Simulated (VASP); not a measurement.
Crystal: Se.

```xyz
8
Lattice="5.5878 0.0000 0.0000 0.0000 5.5878 0.0000 0.0000 0.0000 5.5878" Properties=species:S:1:pos:R:3 pbc="T T T"
Se    0.0000    0.0000    0.0000
Se    2.7939    2.7939    2.7939
Se    1.3969    0.0000    2.7939
Se    4.1908    0.0000    2.7939
Se    2.7939    1.3969    0.0000
Se    2.7939    4.1908    0.0000
Se    0.0000    2.7939    1.3969
Se    0.0000    2.7939    4.1908
```

* Program: VASP 6.6.1
* Task: relaxation of cell and atoms
* Functional: PBEsol
* Potentials or basis: VASP PAW PBE potentials, release 64 (Se)
* Cutoff: 600 eV
* k mesh: 5 × 5 × 5
* Occupations: fermi-dirac, width 0.1 eV
* Spin: no spin polarisation

At the start: pressure -6.4 GPa; volume 21.81 Å³/atom.

Task: How do energy, volume and symmetry change on relaxing?

Result: Over 3 steps the energy falls by 47.7 meV/atom and the volume is 19.65 Å³/atom (-9.9 %); space group Pm-3n (No. 223, to 0.1 Å) before and after.

Step by step:
| step | energy change (eV) | largest force (eV/Å) | pressure (GPa) | volume (Å³) |
| --- | --- | --- | --- | --- |
| 1 | 0.0000 | 0.0000 | -6.42 | 174.47 |
| 2 | -0.3574 | 0.0000 | 2.08 | 153.33 |
| 3 | -0.3819 | 0.0000 | 0.02 | 157.17 |

Final structure:
```yaml
crystal:
  lattice:
    - [5.39661, 0.00000, 0.00000]
    - [0.00000, 5.39661, 0.00000]
    - [0.00000, 0.00000, 5.39661]
  atoms:
    - { symbol: Se, position: [0.00000, 0.00000, 0.00000] }
    - { symbol: Se, position: [0.50000, 0.50000, 0.50000] }
    - { symbol: Se, position: [0.25000, 0.00000, 0.50000] }
    - { symbol: Se, position: [0.75000, 0.00000, 0.50000] }
    - { symbol: Se, position: [0.50000, 0.25000, 0.00000] }
    - { symbol: Se, position: [0.50000, 0.75000, 0.00000] }
    - { symbol: Se, position: [0.00000, 0.50000, 0.25000] }
    - { symbol: Se, position: [0.00000, 0.50000, 0.75000] }
```

Caveat: the PAW data sets were made with another functional, which shifts forces and pressure a little.
